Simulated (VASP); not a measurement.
Si2BN:

```
CELL_PARAMETERS angstrom
2.38325 0.00000 0.00000
0.00000 2.38325 0.00000
0.00000 0.00000 8.58130
ATOMIC_POSITIONS crystal
Si 0.00000 0.00000 0.36007
Si 0.00000 0.00000 0.63993
B 0.00000 0.00000 0.00000
N 0.50000 0.50000 0.00000
```

The cell was generated, and may not be a known phase.

* Program: VASP 6.6.1
* Task: relaxation of cell and atoms
* Functional: PBE
* Potentials or basis: VASP PAW PBE potentials, release 64 (Si, B, N)
* Cutoff: 600 eV
* k mesh: 20 × 20 × 6
* Occupations: gaussian, width 0.1 eV
* Spin: no spin polarisation

At the start: pressure 1.2 GPa; volume 12.19 Å³/atom.

**Question.** How do energy, volume and symmetry change on relaxing?

**Answer.** Over 10 steps the energy falls by 5.0 meV/atom and the volume is 12.06 Å³/atom (-1.0 %); space group P4/mmm (No. 123, to 0.1 Å) before and after.

The path:
```tsv
step	energy change (eV)	largest force (eV/Å)	pressure (GPa)	volume (Å³)
1	0.0000	0.4914	1.15	48.74
2	-0.0165	0.0064	-0.22	49.36
3	-0.0166	0.0417	-0.13	49.31
4	-0.0170	0.0399	-0.19	49.25
5	-0.0181	0.0346	-0.37	49.06
6	-0.0191	0.0241	-0.69	48.68
7	-0.0194	0.0209	-0.58	48.62
8	-0.0198	0.0122	-0.24	48.42
9	-0.0197	0.0053	0.46	48.02
10	-0.0200	0.0048	0.07	48.24
```

Final structure:
```xyz
4
Lattice="2.3839 0.0000 0.0000 0.0000 2.3839 0.0000 0.0000 0.0000 8.4888" Properties=species:S:1:pos:R:3 pbc="T T T"
Si    0.0000    0.0000    3.0047
Si    0.0000    0.0000    5.4842
B     0.0000    0.0000    0.0000
N     1.1920    1.1920    0.0000
```
